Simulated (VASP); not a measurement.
# Y2Si3O (C2/m) in VASP: single point with PBE

Aim: the single point of Y2Si3O with PBE.

Everything below comes from runs of VASP 6.6.1. Logs are shortened: lines on timing, memory, paths and dates and some standing lists are left out, and cuts for length are marked.

## 1. The cell of the first run

The structure is monoclinic, space group C2/m (No. 12). The conventional cell has a = 9.043 Å, b = 3.445 Å, c = 7.634 Å, α = 90.00°, β = 96.11°, γ = 90.00°. Y (site symmetry m) has 2 O at 2.38 Å and 6 Si at 2.89 to 3.11 Å and 1 Y at 3.28 Å within 3.3 Å. Si (site symmetry m) has 5 Si at 2.45 to 2.82 Å and 4 Y at 2.95 to 3.11 Å within 3.2 Å. Within 3.5 Å of Si (site symmetry 2/m) lie 8 Si at 2.60 to 3.45 Å and 4 Y at 2.89 Å. O (site symmetry 2/m) has 4 Y at 2.38 Å within 3.1 Å.

## 2. Single point, PBE, collinear spin, ferromagnetic start

The input, INCAR:

```
SYSTEM = Y2Si3O
  PREC = Accurate
  ENCUT = 520
  EDIFF = 1E-6
  ISMEAR = 0
  SIGMA = 0.1
  LREAL = .FALSE.
  LASPH = .TRUE.
  NELM = 150
  ALGO = Normal
  ISIF = 2
  LWAVE = .FALSE.
  LCHARG = .FALSE.
  ISPIN = 2
  MAGMOM = 0 0 0 0 0 1
  LORBIT = 11
  LMAXMIX = 4
  GGA = PE
  NBANDS = 33
```

The input, KPOINTS:

```
Automatic mesh
0
G
  6 6 2
  0 0 0
```

The input, POSCAR:

```
Y2Si3O
1.0
    4.5215068538     -1.7226921289      0.0000000000
    4.5215068538      1.7226921289      0.0000000000
   -0.8131553836      0.0000000000      7.5906225096
Y Si O
2 3 1
Direct
    0.4418426551      0.4418426551      0.7890308736
    0.5581573449      0.5581573449      0.2109691264
    0.2917093763      0.2917093763      0.4025060706
    0.7082906237      0.7082906237      0.5974939294
    0.0000000000      0.0000000000      0.5000000000
    0.0000000000      0.0000000000      0.0000000000
```

Potentials or basis: VASP PAW PBE potentials, release 64 (Y_sv, Si, O).

The run is started by

```bash
$ cat potpaw_PBE.64/Y_sv/POTCAR potpaw_PBE.64/Si/POTCAR potpaw_PBE.64/O/POTCAR > POTCAR
$ mpirun -np 1 vasp_std > vasp.out
```

OUTCAR:

```text
SYSTEM = Y2Si3O
   PREC = Accurate
   ENCUT = 520
   EDIFF = 1E-6
   ISMEAR = 0
   LREAL = .FALSE.
   LASPH = .TRUE.
   NELM = 150
   ISIF = 2
   ISPIN = 2
   LORBIT = 11
   GGA = PE

 ion  position               nearest neighbor table
   1  0.442  0.442  0.789-   6 2.38   6 2.38   5 2.89   5 2.89   4 2.95   4 2.98   4 2.98   3 3.11
                             2 3.28
   2  0.558  0.558  0.211-   6 2.38   6 2.38   5 2.89   5 2.89   3 2.95   3 2.98   3 2.98   4 3.11
                             1 3.28
   3  0.292  0.292  0.403-   4 2.45   4 2.45   5 2.60   5 2.60   5 2.82   2 2.95   2 2.98   2 2.98
                             1 3.11
   4  0.708  0.708  0.597-   3 2.45   3 2.45   5 2.60   5 2.60   5 2.82   1 2.95   1 2.98   1 2.98
                             2 3.11
   5  0.000  0.000  0.500-   4 2.60   4 2.60   3 2.60   3 2.60   3 2.82   4 2.82   1 2.89   2 2.89
                             1 2.89   2 2.89
   6  0.000  0.000  0.000-   2 2.38   2 2.38   1 2.38   1 2.38

  LATTYP: Found a base centered monoclinic cell.
 ALAT       =     9.0430137076
 B/A-ratio  =     0.3809995616
 C/A-ratio  =     0.8441935041
 COS(beta)  =    -0.1065168578

  Lattice vectors:

 A1 = (   4.5215068538,  -1.7226921289,   0.0000000000)
 A2 = (   4.5215068538,   1.7226921289,   0.0000000000)
 A3 = (  -0.8131553836,   0.0000000000,   7.5906225096)

Analysis of symmetry for initial positions (statically):
=====================================================================
 Subroutine PRICEL returns:
 Original cell was already a primitive cell.

 Routine SETGRP: Setting up the symmetry group for a
 base centered monoclinic supercell.

 Subroutine GETGRP returns: Found  4 space group operations
 (whereof  4 operations were pure point group operations)
 out of a pool of  4 trial point group operations.

The static configuration has the point symmetry C_2h.

Analysis of symmetry for dynamics (positions and initial velocities):
=====================================================================
 Subroutine PRICEL returns:
 Original cell was already a primitive cell.

 Routine SETGRP: Setting up the symmetry group for a
 base centered monoclinic supercell.

 Subroutine GETGRP returns: Found  4 space group operations
 (whereof  4 operations were pure point group operations)
 out of a pool of  4 trial point group operations.

The dynamic configuration has the point symmetry C_2h.

Analysis of structural, dynamic, and magnetic symmetry:
=====================================================================
 Subroutine PRICEL returns:
 Original cell was already a primitive cell.

 Routine SETGRP: Setting up the symmetry group for a
 base centered monoclinic supercell.

 Subroutine GETGRP returns: Found  4 space group operations
 (whereof  4 operations were pure point group operations)
 out of a pool of  4 trial point group operations.

The overall configuration has the point symmetry C_2h.

 Subroutine INISYM returns: Found  4 space group operations
 (whereof  4 operations are pure point group operations),
 and found     1 'primitive' translations

----------------------------------------------------------------------------------------

                                     Primitive cell

  volume of cell :     118.2492

  direct lattice vectors                    reciprocal lattice vectors
     4.521506854 -1.722692129  0.000000000     0.110582604 -0.290243388  0.011846306
     4.521506854  1.722692129  0.000000000     0.110582604  0.290243388  0.011846306
    -0.813155384  0.000000000  7.590622510     0.000000000  0.000000000  0.131741501

  length of vectors
     4.838563051  4.838563051  7.634053429     0.310821607  0.310821607  0.131741501

  position of ions in fractional coordinates (direct lattice)
     0.441842655  0.441842655  0.789030874
     0.558157345  0.558157345  0.210969126
     0.291709376  0.291709376  0.402506071
     0.708290624  0.708290624  0.597493929
     0.000000000  0.000000000  0.500000000
     0.000000000  0.000000000  0.000000000

  ion indices of the primitive-cell ions
   primitive index   ion index
                 1           1
                 2           2
                 3           3
                 4           4
                 5           5
                 6           6

----------------------------------------------------------------------------------------

 KPOINTS: Automatic mesh

Automatic generation of k-mesh.
 Grid dimensions read from file:
 generate k-points for:    6    6    2

 Generating k-lattice:

  Cartesian coordinates                     Fractional coordinates (reciprocal lattice)
     0.018430434 -0.048373898  0.001974384     0.166666667 -0.000000000  0.000000000
     0.018430434  0.048373898  0.001974384    -0.000000000  0.166666667  0.000000000
     0.000000000  0.000000000  0.065870750     0.000000000  0.000000000  0.500000000

  Length of vectors
     0.051803601  0.051803601  0.065870750

  Shift w.r.t. Gamma in fractional coordinates (k-lattice)
     0.000000000  0.000000000  0.000000000

 Subroutine IBZKPT returns following result:
 ===========================================

 Found     26 irreducible k-points:

 Following reciprocal coordinates:
            Coordinates               Weight
  0.000000  0.000000  0.000000      1.000000
  0.166667  0.000000  0.000000      4.000000
  0.333333  0.000000  0.000000      4.000000
  0.500000  0.000000  0.000000      2.000000
  0.166667  0.166667  0.000000      2.000000
  0.333333  0.166667  0.000000      4.000000
[... 16 lines left out ...]
  0.333333  0.333333  0.500000      2.000000
  0.500000  0.333333  0.500000      4.000000
 [... further k-points ...]
   k-points           NKPTS =     26   k-points in BZ     NKDIM =     26   number of bands    NBANDS=     33
   number of dos      NEDOS =    301   number of ions     NIONS =      6
   total plane-waves  NPLWV =  77760
   dimension x,y,z NGX =    36 NGY =   36 NGZ =   60
   dimension x,y,z NGXF=    72 NGYF=   72 NGZF=  120
   ions per type =               2   3   1
   NGX,Y,Z   is equivalent  to a cutoff of  12.37, 12.37, 13.07 a.u.
   NGXF,Y,Z  is equivalent  to a cutoff of  24.74, 24.74, 26.13 a.u.
 SYSTEM =  Y2Si3O
   PREC   = accura    normal or accurate (medium, high low for compatibility)
   ISTART =      0    job   : 0-new  1-cont  2-samecut
   ICHARG =      2    charge: 1-file 2-atom 10-const
   ISPIN  =      2    spin polarized calculation?
   LNONCOLLINEAR =      F non collinear calculations
   LSORBIT =      F    spin-orbit coupling
   LASPH  =      T    aspherical Exc in radial PAW
   ENCUT  =  520.0 eV  38.22 Ry    6.18 a.u.   9.00  9.00 14.19*2*pi/ulx,y,z
   NELM   =    150;   NELMIN=  2; NELMDL= -5     # of ELM steps
   EDIFF  = 0.1E-05   stopping-criterion for ELM
   LREAL  =      F    real-space projection
   EDIFFG = 0.1E-04   stopping-criterion for IOM
   NSW    =      0    number of steps for IOM
   IBRION =     -1    ionic relax: 0-MD 1-quasi-New 2-CG
   NFREE  =      0    steps in history (QN), initial steepest desc. (CG)
   ISIF   =      2    stress and relaxation
   ISYM   =      2    0-nonsym 1-usesym 2-fastsym
   POTIM  = 0.5000    time-step for ionic-motion
   TEBEG  =    0.0;   TEEND  =   0.0 temperature during run
   PSTRESS=    0.0 pullay stress
   NELECT =      40.0000    total number of electrons
   NUPDOWN=      -1.0000    fix difference up-down
   EMIN   =  10.00;   EMAX   =-10.00  energy-range for DOS
   EFERMI =   0.00;   METHOD = LEGACY
   ISMEAR =     0;   SIGMA  =   0.10  broadening in eV -4-tet -1-fermi 0-gaus
   EFERMI_NEDOS =   21; number of points for ismear=-14 and -15
   IALGO  =     38    algorithm
   IMIX   =      4    mixing-type and parameters
     AMIX     =   0.40;   BMIX     =  1.00
     AMIX_MAG =   1.60;   BMIX_MAG =  1.00
  volume/ion in A,a.u.               =      19.71       133.00
  Fermi-wavevector in a.u.,A,eV,Ry     =   1.140675  2.155564 17.703090  1.301140
  Thomas-Fermi vector in A             =   2.277377
   LORBIT       =     11    0 simple, 1 ext, 2 COOP (PROOUT), +10 PAW based schemes
   GGA     = PE    functional components
   LHFCALC =     F    Hartree Fock is set to
   AEXX    =    0.0000 exact exchange contribution
   IVDW    =     0    specifies the selected vdW correction
   LEPSILON=     F    determine dielectric tensor
   LRPA    =     F    only Hartree local field effects (RPA)
 spin polarized calculation
 Gauss-broadening in eV      SIGMA  =   0.10
  energy-cutoff  :      520.00
  volume of cell :      118.25
 maximum number of plane-waves:      3208
   NGX = 17   NGY = 17   NGZ = 29

 number of electron      40.0000003 magnetization       0.0000019

 number of electron      40.0000003 magnetization      -0.0000121

 Free energy of the ion-electron system (eV)
  ---------------------------------------------------
  ext. energy  EPLUGINS =         0.00000000
  ---------------------------------------------------
  free energy    TOTEN  =       -40.65751047 eV

  energy without entropy =      -40.64109569  energy(sigma->0) =      -40.64930308

 E-fermi :   5.6871     XC(G=0):  -9.8431

 val. band max:        5.6726002242   @ k =   0.3333   0.0000   0.0000
 cond. band min:       5.7120971183   @ k =   0.0000   0.0000   0.5000
 fundamental gap:      0.0394968940
 Fermi energy:         5.6870754109

 spin component 1

 k-point     1 :       0.0000    0.0000    0.0000
  band No.  band energies     occupation
      1     -37.2535      1.00000
      2     -37.2167      1.00000
      3     -17.7924      1.00000
      4     -17.3548      1.00000
      5     -17.3168      1.00000
      6     -17.1877      1.00000
[... 24 lines left out ...]
     31      10.4330      0.00000
     32      10.9719      0.00000

 k-point     2 :       0.1667    0.0000    0.0000
  band No.  band energies     occupation
      1     -37.2434      1.00000
      2     -37.2073      1.00000
      3     -17.7406      1.00000
      4     -17.3440      1.00000
      5     -17.3071      1.00000
      6     -17.1777      1.00000
[... 762 lines left out ...]
 k-point    24 :       0.5000    0.3333    0.5000
  band No.  band energies     occupation
      1     -37.2423      1.00000
      2     -37.2074      1.00000
      3     -17.7184      1.00000
      4     -17.3763      1.00000
      5     -17.3234      1.00000
      6     -17.1870      1.00000
[... 24 lines left out ...]
     31      10.1570      0.00000
     32      10.9930      0.00000

 [... further k-points ...]

 spin component 2

 k-point     1 :       0.0000    0.0000    0.0000
  band No.  band energies     occupation
      1     -37.2535      1.00000
      2     -37.2167      1.00000
      3     -17.7924      1.00000
      4     -17.3548      1.00000
      5     -17.3168      1.00000
      6     -17.1877      1.00000
[... 24 lines left out ...]
     31      10.4331      0.00000
     32      10.9719      0.00000

 k-point     2 :       0.1667    0.0000    0.0000
  band No.  band energies     occupation
      1     -37.2434      1.00000
      2     -37.2073      1.00000
      3     -17.7406      1.00000
      4     -17.3440      1.00000
      5     -17.3071      1.00000
      6     -17.1777      1.00000
[... 762 lines left out ...]
 k-point    24 :       0.5000    0.3333    0.5000
  band No.  band energies     occupation
      1     -37.2423      1.00000
      2     -37.2074      1.00000
      3     -17.7184      1.00000
      4     -17.3762      1.00000
      5     -17.3234      1.00000
      6     -17.1870      1.00000
[... 24 lines left out ...]
     31      10.1570      0.00000
     32      10.9930      0.00000

 [... further k-points ...]

 [bands above 32 left out]

------------------------ aborting loop because EDIFF is reached ----------------------------------------

  FORCE on cell =-STRESS in cart. coord.  units (eV):
  Direction    XX          YY          ZZ          XY          YZ          ZX
  --------------------------------------------------------------------------------------
  -------------------------------------------------------------------------------------
  Total        0.1702258     -0.1373694      0.0173352      0.0000000      0.0000000     -0.0483582
  in kB        2.3064168     -1.8612396      0.2348776      0.0000000      0.0000000     -0.6552124
  external PRESSURE =       0.2266849 kB  Pullay stress =       0.0000000 kB

 VOLUME and BASIS-vectors are now :
 -----------------------------------------------------------------------------
  energy-cutoff  :      520.00
  volume of cell :      118.25
      direct lattice vectors                 reciprocal lattice vectors
     4.521506854 -1.722692129  0.000000000     0.110582604 -0.290243388  0.011846306
     4.521506854  1.722692129  0.000000000     0.110582604  0.290243388  0.011846306
    -0.813155384  0.000000000  7.590622510     0.000000000  0.000000000  0.131741501

 POSITION                                       TOTAL-FORCE (eV/Angst)
 -----------------------------------------------------------------------------------
      3.35398      0.00000      5.98924         0.000232      0.000000      0.006416
      4.87587      0.00000      1.60139        -0.000232      0.000000     -0.006416
      2.31063      0.00000      3.05527         0.012630      0.000000     -0.022989
      5.91923      0.00000      4.53535        -0.012630      0.000000      0.022989
     -0.40658      0.00000      3.79531        -0.000000     -0.000000      0.000000
      0.00000      0.00000      0.00000         0.000000      0.000000      0.000000
 -----------------------------------------------------------------------------------
    total drift:                                0.000000     -0.000000      0.000000

  FREE ENERGIE OF THE ION-ELECTRON SYSTEM (eV)
  ---------------------------------------------------
  free  energy   TOTEN  =       -40.6575104655 eV

  energy  without entropy=      -40.6410956931  energy(sigma->0) =      -40.64930308

 total charge

# of ion       s       p       d       f       tot
--------------------------------------------------
    1        2.172   6.354   1.063   0.066   9.655
    2        2.172   6.354   1.063   0.066   9.655
    3        0.778   0.878   0.000   0.000   1.656
    4        0.778   0.878   0.000   0.000   1.656
    5        0.811   0.832   0.000   0.000   1.642
    6        1.556   3.409   0.000   0.000   4.965
--------------------------------------------------
tot          8.266  18.704   2.127   0.132  29.228

 magnetization (x)

# of ion       s       p       d       f       tot
--------------------------------------------------
    1        0.000   0.000   0.000   0.000   0.000
    2        0.000   0.000   0.000   0.000   0.000
    3       -0.000  -0.000   0.000   0.000  -0.000
    4       -0.000  -0.000   0.000   0.000  -0.000
    5        0.000  -0.000   0.000   0.000  -0.000
    6       -0.000  -0.000   0.000   0.000  -0.000
--------------------------------------------------
tot          0.000  -0.000   0.000   0.000   0.000
```

Wall time 9.4 min (1 thread of Intel Xeon 8259CL, shared host); peak memory 0.43 GiB.

Results:

```
Free energy                                           : -40.6575 eV
Pressure                                              : 0.0 GPa
Largest force                                         : 0.026 eV/Å
Band gap on the k mesh                                : zero (filled and empty bands overlap)
Net moment                                            : 0.00 μB per cell
Valence electrons inside the program's atomic spheres : Y 9.65; Si 1.66, 1.64 (each value once); O 4.96
```

Forces on the atoms (eV/Å):
```
Y    0.000  0.000  0.006
Y    0.000  0.000 -0.006
Si   0.013  0.000 -0.023
Si  -0.013  0.000  0.023
Si   0.000  0.000  0.000
O    0.000  0.000  0.000
```

Levels at points of the mesh, in eV from the Fermi level:
Spin up:
```
           k point  band 16  band 17  band 18  band 19  band 20  band 21  band 22  band 23  band 24  band 25
(0.00, 0.00, 0.00)    -3.84    -3.26    -1.13    -1.07    -0.78    -0.27     1.03     1.37     1.88     2.73
(0.50, 0.00, 0.00)    -4.03    -3.40    -3.11    -1.57    -1.10     0.57     1.12     1.19     1.27     2.54
(0.50, 0.50, 0.00)    -3.32    -1.98    -1.04    -1.02     0.83     1.22     1.66     1.82     2.49     2.56
(0.00, 0.00, 0.50)    -3.90    -2.68    -1.02    -0.99    -0.42    -0.09     0.03     0.50     2.18     2.30
(0.50, 0.00, 0.50)    -3.94    -3.55    -2.79    -2.01    -0.91     0.15     1.26     1.37     2.26     2.47
(0.50, 0.50, 0.50)    -3.90    -2.13    -1.62    -0.07     0.56     1.17     1.32     1.52     2.40     2.88
```
Spin down:
| k point | band 17 | band 18 | band 19 | band 20 | band 21 | band 22 | band 23 | band 24 |
| --- | --- | --- | --- | --- | --- | --- | --- | --- |
| (0.00, 0.00, 0.00) | -3.26 | -1.13 | -1.07 | -0.78 | -0.27 | 1.03 | 1.37 | 1.88 |
| (0.50, 0.00, 0.00) | -3.40 | -3.11 | -1.57 | -1.10 | 0.57 | 1.12 | 1.19 | 1.27 |
| (0.50, 0.50, 0.00) | -1.98 | -1.04 | -1.02 | 0.83 | 1.22 | 1.66 | 1.82 | 2.49 |
| (0.00, 0.00, 0.50) | -2.68 | -1.02 | -0.99 | -0.42 | -0.09 | 0.03 | 0.50 | 2.18 |
| (0.50, 0.00, 0.50) | -3.55 | -2.79 | -2.01 | -0.91 | 0.15 | 1.26 | 1.37 | 2.26 |
| (0.50, 0.50, 0.50) | -2.13 | -1.62 | -0.07 | 0.56 | 1.17 | 1.32 | 1.52 | 2.40 |

Caveat: the k points lie up to 0.41 Å⁻¹ apart, too coarse for converged energies and pressures of a metal.

The gap in the log of VASP goes by the Fermi energy; the results here count the filled bands.